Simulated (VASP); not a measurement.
Mo: single point with PBE

Mo, a slab with vacuum:

```
Mo
1.0
     3.21660    0.00000    0.00000
     0.00000    3.21660    0.00000
     0.00000    0.00000   24.87025
Mo
4
Direct
  0.00000 0.00000 0.56467
  0.50000 0.50000 0.61637
  0.00000 0.00000 0.68618
  0.50000 0.50000 0.73787
```

| Quantity | Value |
| --- | --- |
| Program | VASP 6.6.1 |
| Task | single point |
| Functional | PBE |
| Potentials or basis | VASP PAW PBE potentials, release 64 (Mo_sv) |
| Cutoff | 400 eV |
| k mesh | 10 × 10 × 1 |
| Occupations | methfessel-paxton, width 0.1 eV |
| Spin | no spin polarisation |
| Dipole correction | yes |
| Further INCAR settings | ALGO = Normal; EDIFF = 1e-06; NBANDS = 36; NELMDL = -8 |

```
Largest force          : 0.040 eV/Å
Band gap on the k mesh : zero (bands 28 and 29 overlap by 1.39 eV)
```

Forces in eV/Å, atoms in the order of the input:
```
Mo   0.000  0.000 -0.040
Mo   0.000  0.000  0.013
Mo   0.000  0.000 -0.013
Mo   0.000  0.000  0.040
```

Levels at points of the mesh, in eV from the Fermi level:
| k point | band 26 | band 27 | band 28 | band 29 | band 30 | band 31 |
| --- | --- | --- | --- | --- | --- | --- |
| (0.00, 0.00, 0.00) | -0.42 | -0.23 | -0.23 | 0.00 | 0.09 | 0.17 |
| (0.50, 0.00, 0.00) | -1.15 | -0.05 | -0.05 | 1.35 | 1.35 | 1.81 |
| (0.50, 0.50, 0.00) | -1.07 | 1.26 | 1.26 | 1.27 | 1.27 | 2.09 |

Wall time 4.5 min on 1 thread of Intel Xeon 8259CL, on a shared host, peak memory 0.34 GiB.
